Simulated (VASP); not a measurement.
# SiW12 in VASP: notebook

The runs below take SiW12 through single point, with PBE+D3(BJ).

All numbers are computed with VASP 6.6.1; they aren't measurements. Logs are shortened: lines on timing, memory, paths and dates and some standing lists are left out, and cuts for length are marked.

## Step 1: The cell of the first run

The cell holds a slab with vacuum, 13 atoms: a = 5.664 Å, b = 5.664 Å, c = 21.150 Å, α = 90.00°, β = 90.00°, γ = 90.00°.

## Step 2: Single point, PBE+D3(BJ)

The input, INCAR:

```
SYSTEM = SiW12
PREC     = Accurate       ! precision mode
ENCUT    = 520            ! plane-wave cutoff, eV
EDIFF    = 1E-6           ! SCF threshold, eV
ISMEAR   = 0              ! smearing method
SIGMA    = 0.1            ! smearing width, eV
LREAL    = .FALSE.        ! projectors in reciprocal space
LASPH    = .TRUE.         ! aspherical terms in the spheres
NELM     = 80             ! most SCF steps
ALGO     = Normal         ! electronic algorithm
ISIF     = 2              ! what is computed and relaxed
LWAVE    = .FALSE.        ! write WAVECAR
LCHARG   = .FALSE.        ! write CHGCAR
LDIPOL   = .TRUE.       
IDIPOL   = 3            
DIPOL    = 0.5 0.5 0.302
GGA      = PE             ! functional
IVDW     = 12             ! dispersion correction
NBANDS   = 98             ! bands
```

The input, KPOINTS:

```
Automatic mesh
0
G
  5 5 1
  0 0 0
```

The input, POSCAR:

```
SiW12
1.0
    5.6644156868      0.0000000000      0.0000000000
    0.0000000000      5.6644156868      0.0000000000
    0.0000000000      0.0000000000     21.1500668291
W Si
12 1
Direct
    0.2500000000      0.2500000000      0.1891246979
    0.2500000000      0.7500000000      0.1891246979
    0.7500000000      0.2500000000      0.1891246979
    0.7500000000      0.7500000000      0.1891246979
    0.0000000000      0.0000000000      0.2848852803
    0.0000000000      0.5000000000      0.2848852803
    0.5000000000      0.0000000000      0.2848852803
    0.5000000000      0.5000000000      0.2848852803
    0.2500000000      0.2500000000      0.3806166143
    0.2500000000      0.7500000000      0.3806166143
    0.7500000000      0.2500000000      0.3806166143
    0.7500000000      0.7500000000      0.3806166143
    0.2500000000      0.4166666667      0.5130039029
```

Potentials or basis: VASP PAW PBE potentials, release 64 (W_sv, Si).

Started as:

```
> cat potpaw_PBE.64/W_sv/POTCAR potpaw_PBE.64/Si/POTCAR > POTCAR
> mpirun -np 1 vasp_std > vasp.out
```

OUTCAR:

```text
SYSTEM = SiW12
   PREC = Accurate
   ENCUT = 520
   EDIFF = 1E-6
   ISMEAR = 0
   LREAL = .FALSE.
   LASPH = .TRUE.
   NELM = 80
   ISIF = 2
   GGA = PE
   IVDW = 12
 IVDW          = 12

 ion  position               nearest neighbor table
   1  0.250  0.250  0.189-   2 2.83   3 2.83   2 2.83   3 2.83   7 2.85   8 2.85   5 2.85   6 2.85

   2  0.250  0.750  0.189-   1 2.83   4 2.83   1 2.83   4 2.83   7 2.85   8 2.85   5 2.85   6 2.85

   3  0.750  0.250  0.189-   1 2.83   4 2.83   4 2.83   1 2.83   7 2.85   8 2.85   5 2.85   6 2.85

   4  0.750  0.750  0.189-   2 2.83   3 2.83   3 2.83   2 2.83   7 2.85   8 2.85   5 2.85   6 2.85

   5  0.000  0.000  0.285-   6 2.83   7 2.83   6 2.83   7 2.83  11 2.85  12 2.85   9 2.85  10 2.85
                             1 2.85   2 2.85   3 2.85   4 2.85
   6  0.000  0.500  0.285-   5 2.83   8 2.83   5 2.83   8 2.83  11 2.85  12 2.85   9 2.85  10 2.85
                             1 2.85   2 2.85   3 2.85   4 2.85
   7  0.500  0.000  0.285-   5 2.83   8 2.83   8 2.83   5 2.83  11 2.85  12 2.85   9 2.85  10 2.85
                             1 2.85   2 2.85   3 2.85   4 2.85
   8  0.500  0.500  0.285-   6 2.83   7 2.83   7 2.83   6 2.83  11 2.85  12 2.85   9 2.85  10 2.85
                             1 2.85   2 2.85   3 2.85   4 2.85
   9  0.250  0.250  0.381-  10 2.83  11 2.83  10 2.83  11 2.83   5 2.85   6 2.85   7 2.85   8 2.85
                            13 2.95
  10  0.250  0.750  0.381-   9 2.83  12 2.83   9 2.83  12 2.83   5 2.85   6 2.85   7 2.85   8 2.85

  11  0.750  0.250  0.381-   9 2.83  12 2.83  12 2.83   9 2.83   5 2.85   6 2.85   7 2.85   8 2.85

  12  0.750  0.750  0.381-  10 2.83  11 2.83  11 2.83  10 2.83   5 2.85   6 2.85   7 2.85   8 2.85

  13  0.250  0.417  0.513-   9 2.95

  LATTYP: Found a simple tetragonal cell.
 ALAT       =     5.6644156868
 C/A-ratio  =     3.7338479375

  Lattice vectors:

 A1 = (   5.6644156868,   0.0000000000,   0.0000000000)
 A2 = (   0.0000000000,   5.6644156868,   0.0000000000)
 A3 = (   0.0000000000,   0.0000000000,  21.1500668291)

Analysis of symmetry for initial positions (statically):
=====================================================================
 Subroutine PRICEL returns:
 Original cell was already a primitive cell.

 Routine SETGRP: Setting up the symmetry group for a
 simple tetragonal supercell.

 Subroutine GETGRP returns: Found  2 space group operations
 (whereof  1 operations were pure point group operations)
 out of a pool of 16 trial point group operations.

The static configuration has the point symmetry C_1 .
 The point group associated with its full space group is C_1h.

Analysis of symmetry for dynamics (positions and initial velocities):
=====================================================================
 Subroutine PRICEL returns:
 Original cell was already a primitive cell.

 Routine SETGRP: Setting up the symmetry group for a
 simple tetragonal supercell.

 Subroutine GETGRP returns: Found  2 space group operations
 (whereof  1 operations were pure point group operations)
 out of a pool of 16 trial point group operations.

The dynamic configuration has the point symmetry C_1 .
 The point group associated with its full space group is C_1h.

 Subroutine INISYM returns: Found  2 space group operations
 (whereof  1 operations are pure point group operations),
 and found     1 'primitive' translations

----------------------------------------------------------------------------------------

                                     Primitive cell

  volume of cell :     678.6127

  direct lattice vectors                    reciprocal lattice vectors
     5.664415687  0.000000000  0.000000000     0.176540716  0.000000000  0.000000000
     0.000000000  5.664415687  0.000000000     0.000000000  0.176540716  0.000000000
     0.000000000  0.000000000 21.150066829     0.000000000  0.000000000  0.047281174

  length of vectors
     5.664415687  5.664415687 21.150066829     0.176540716  0.176540716  0.047281174

  position of ions in fractional coordinates (direct lattice)
     0.250000000  0.250000000  0.189124698
     0.250000000  0.750000000  0.189124698
     0.750000000  0.250000000  0.189124698
     0.750000000  0.750000000  0.189124698
     0.000000000  0.000000000  0.284885280
     0.000000000  0.500000000  0.284885280
     0.500000000  0.000000000  0.284885280
     0.500000000  0.500000000  0.284885280
     0.250000000  0.250000000  0.380616614
     0.250000000  0.750000000  0.380616614
     0.750000000  0.250000000  0.380616614
     0.750000000  0.750000000  0.380616614
     0.250000000  0.416666667  0.513003903

  ion indices of the primitive-cell ions
   primitive index   ion index
                 1           1
                 2           2
                 3           3
                 4           4
                 5           5
                 6           6
                 7           7
                 8           8
                 9           9
                10          10
                11          11
                12          12
                13          13

----------------------------------------------------------------------------------------

 KPOINTS: Automatic mesh

Automatic generation of k-mesh.
 Grid dimensions read from file:
 generate k-points for:    5    5    1

 Generating k-lattice:

  Cartesian coordinates                     Fractional coordinates (reciprocal lattice)
     0.035308143  0.000000000  0.000000000     0.200000000  0.000000000  0.000000000
     0.000000000  0.035308143  0.000000000     0.000000000  0.200000000  0.000000000
     0.000000000  0.000000000  0.047281174     0.000000000  0.000000000  1.000000000

  Length of vectors
     0.035308143  0.035308143  0.047281174

  Shift w.r.t. Gamma in fractional coordinates (k-lattice)
     0.000000000  0.000000000  0.000000000

 Subroutine IBZKPT returns following result:
 ===========================================

 Found      9 irreducible k-points:

 Following reciprocal coordinates:
            Coordinates               Weight
  0.000000  0.000000  0.000000      1.000000
  0.200000  0.000000  0.000000      2.000000
  0.000000  0.200000  0.000000      2.000000
  0.400000  0.000000  0.000000      2.000000
  0.000000  0.400000  0.000000      2.000000
  0.200000  0.200000  0.000000      4.000000
  0.400000  0.200000  0.000000      4.000000
 -0.200000  0.400000  0.000000      4.000000
  0.400000  0.400000  0.000000      4.000000
   k-points           NKPTS =      9   k-points in BZ     NKDIM =      9   number of bands    NBANDS=     98
   number of dos      NEDOS =    301   number of ions     NIONS =     13
   total plane-waves  NPLWV = 282240
   dimension x,y,z NGX =    42 NGY =   42 NGZ =  160
   dimension x,y,z NGXF=    84 NGYF=   84 NGZF=  320
   ions per type =              12   1
   NGX,Y,Z   is equivalent  to a cutoff of  12.33, 12.33, 12.58 a.u.
   NGXF,Y,Z  is equivalent  to a cutoff of  24.65, 24.65, 25.15 a.u.
 SYSTEM =  SiW12
   PREC   = accura    normal or accurate (medium, high low for compatibility)
   ISTART =      0    job   : 0-new  1-cont  2-samecut
   ICHARG =      2    charge: 1-file 2-atom 10-const
   ISPIN  =      1    spin polarized calculation?
   LNONCOLLINEAR =      F non collinear calculations
   LSORBIT =      F    spin-orbit coupling
   LASPH  =      T    aspherical Exc in radial PAW
   ENCUT  =  520.0 eV  38.22 Ry    6.18 a.u.  10.53 10.53 39.33*2*pi/ulx,y,z
   NELM   =     80;   NELMIN=  2; NELMDL= -5     # of ELM steps
   EDIFF  = 0.1E-05   stopping-criterion for ELM
   LREAL  =      F    real-space projection
   EDIFFG = 0.1E-04   stopping-criterion for IOM
   NSW    =      0    number of steps for IOM
   IBRION =     -1    ionic relax: 0-MD 1-quasi-New 2-CG
   NFREE  =      0    steps in history (QN), initial steepest desc. (CG)
   ISIF   =      2    stress and relaxation
   ISYM   =      2    0-nonsym 1-usesym 2-fastsym
   POTIM  = 0.5000    time-step for ionic-motion
   TEBEG  =    0.0;   TEEND  =   0.0 temperature during run
   PSTRESS=    0.0 pullay stress
   NELECT =     172.0000    total number of electrons
   NUPDOWN=      -1.0000    fix difference up-down
   EMIN   =  10.00;   EMAX   =-10.00  energy-range for DOS
   EFERMI =   0.00;   METHOD = LEGACY
   ISMEAR =     0;   SIGMA  =   0.10  broadening in eV -4-tet -1-fermi 0-gaus
   EFERMI_NEDOS =   21; number of points for ismear=-14 and -15
   IALGO  =     38    algorithm
   IMIX   =      4    mixing-type and parameters
     AMIX     =   0.40;   BMIX     =  1.00
     AMIX_MAG =   1.60;   BMIX_MAG =  1.00
  volume/ion in A,a.u.               =      52.20       352.27
  Fermi-wavevector in a.u.,A,eV,Ry     =   1.036041  1.957834 14.604238  1.073381
  Thomas-Fermi vector in A             =   2.170413
   LORBIT       =      0    0 simple, 1 ext, 2 COOP (PROOUT), +10 PAW based schemes
   GGA     = PE    functional components
   LHFCALC =     F    Hartree Fock is set to
   AEXX    =    0.0000 exact exchange contribution
   IVDW    =    12    specifies the selected vdW correction
   LEPSILON=     F    determine dielectric tensor
   LRPA    =     F    only Hartree local field effects (RPA)
 non-spin polarized calculation
 Gauss-broadening in eV      SIGMA  =   0.10
  energy-cutoff  :      520.00
  volume of cell :      678.61
 maximum number of plane-waves:     18347
 NGX is ok and might be reduce to    42
   NGX = 21   NGY = 21   NGZ = 79

 dipolmoment           0.000000      0.000000      0.062563 electrons x Angstroem

 number of electron     171.9999987 magnetization

 dipolmoment           0.000000      0.000000     -0.013701 electrons x Angstroem

 Free energy of the ion-electron system (eV)
  ---------------------------------------------------
  ext. energy  EPLUGINS =         0.00000000
  ---------------------------------------------------
  free energy    TOTEN  =      -140.58411246 eV

  energy without entropy =     -140.46747344  energy(sigma->0) =     -140.52579295

 E-fermi :   0.2539     XC(G=0):  -5.4155

 val. band max:        0.2491440146   @ k =  -0.2000   0.4000   0.0000
 cond. band min:       0.2763299769   @ k =   0.0000   0.2000   0.0000
 fundamental gap:      0.0271859623
 Fermi energy:         0.2539007512

 k-point     1 :       0.0000    0.0000    0.0000
  band No.  band energies     occupation
      1     -73.6940      2.00000
      2     -73.6597      2.00000
      3     -73.6261      2.00000
      4     -73.6215      2.00000
      5     -73.5734      2.00000
      6     -73.5710      2.00000
[... 90 lines left out ...]
     97       2.0961      0.00000
     98       2.1047      0.00000

 k-point     2 :       0.2000    0.0000    0.0000
  band No.  band energies     occupation
      1     -73.6902      2.00000
      2     -73.6598      2.00000
      3     -73.6236      2.00000
      4     -73.6217      2.00000
      5     -73.5776      2.00000
      6     -73.5733      2.00000
[... 797 lines left out ...]
     97       1.1883      0.00000
     98       1.2891      0.00000

------------------------ aborting loop because EDIFF is reached ----------------------------------------

 vacuum level on the upper side and lower side of the slab       (xc-potential included)        -0.222        -0.135

 Edisp (eV)   -5.16640

 E8    (eV) :    -2.7366

  FORCE on cell =-STRESS in cart. coord.  units (eV):
  Direction    XX          YY          ZZ          XY          YZ          ZX
  --------------------------------------------------------------------------------------
  -------------------------------------------------------------------------------------
  Total     -35.81318   -35.59527    -7.92554     0.00000    -0.39083     0.00000
  in kB     -84.55348   -84.03901   -18.71187     0.00000    -0.92272     0.00000
  external pressure =      -62.43 kB  Pullay stress =        0.00 kB

 VOLUME and BASIS-vectors are now :
 -----------------------------------------------------------------------------
  energy-cutoff  :      520.00
  volume of cell :      678.61
      direct lattice vectors                 reciprocal lattice vectors
     5.664415687  0.000000000  0.000000000     0.176540716  0.000000000  0.000000000
     0.000000000  5.664415687  0.000000000     0.000000000  0.176540716  0.000000000
     0.000000000  0.000000000 21.150066829     0.000000000  0.000000000  0.047281174

 POSITION                                       TOTAL-FORCE (eV/Angst)
 -----------------------------------------------------------------------------------
      1.41610      1.41610      4.00000         0.000000     -0.088316      0.235594
      1.41610      4.24831      4.00000         0.000000      0.093436      0.097932
      4.24831      1.41610      4.00000         0.000000      0.027715      0.014783
      4.24831      4.24831      4.00000         0.000000     -0.003703      0.041018
      0.00000      0.00000      6.02534        -0.149785     -0.105138     -0.376605
      0.00000      2.83221      6.02534        -0.180140      0.110132     -0.201847
      2.83221      0.00000      6.02534         0.149785     -0.105138     -0.376605
      2.83221      2.83221      6.02534         0.180140      0.110132     -0.201847
      1.41610      1.41610      8.05007         0.000000      0.289252      2.085054
      1.41610      4.24831      8.05007         0.000000     -0.213728      0.978938
      4.24831      1.41610      8.05007         0.000000      0.078303      0.465017
      4.24831      4.24831      8.05007         0.000000     -0.102394      0.271301
      1.41610      2.36017     10.85007         0.000000     -0.090555     -3.032732
 -----------------------------------------------------------------------------------
    total drift:                                0.000000     -0.000231     -0.000540

  FREE ENERGIE OF THE ION-ELECTRON SYSTEM (eV)
  ---------------------------------------------------
  free  energy   TOTEN  =      -145.7505101695 eV

  energy  without entropy=     -145.6338711506  energy(sigma->0) =     -145.69219066

 vacuum level on the upper side and lower side of the slab         4.661         4.757
```

Run time: 19 min. Hardware: 1 thread of Intel Xeon 6975P-C (Granite Rapids), shared host; peak memory 0.85 GiB.

Results:

| Property | Result |
| --- | --- |
| Free energy | -145.7505 eV |
| Largest force | 3.034 eV/Å |
| Band gap on the k mesh | zero (band 86 reaches 0.40 eV, above the bottom of band 87 at 0.08 eV) |
| Dispersion energy per atom | -0.397 eV |

Forces on the atoms (eV/Å):
```
W    0.000 -0.088  0.236
W    0.000  0.093  0.098
W    0.000  0.028  0.015
W    0.000 -0.004  0.041
W   -0.150 -0.105 -0.377
W   -0.180  0.110 -0.202
W    0.150 -0.105 -0.377
W    0.180  0.110 -0.202
W    0.000  0.289  2.085
W    0.000 -0.214  0.979
W    0.000  0.078  0.465
W    0.000 -0.102  0.271
Si   0.000 -0.091 -3.033
```

Caveat: spin-orbit coupling is left out, which moves the levels of the heavy elements.

(Part 1 of 3 ends here.)
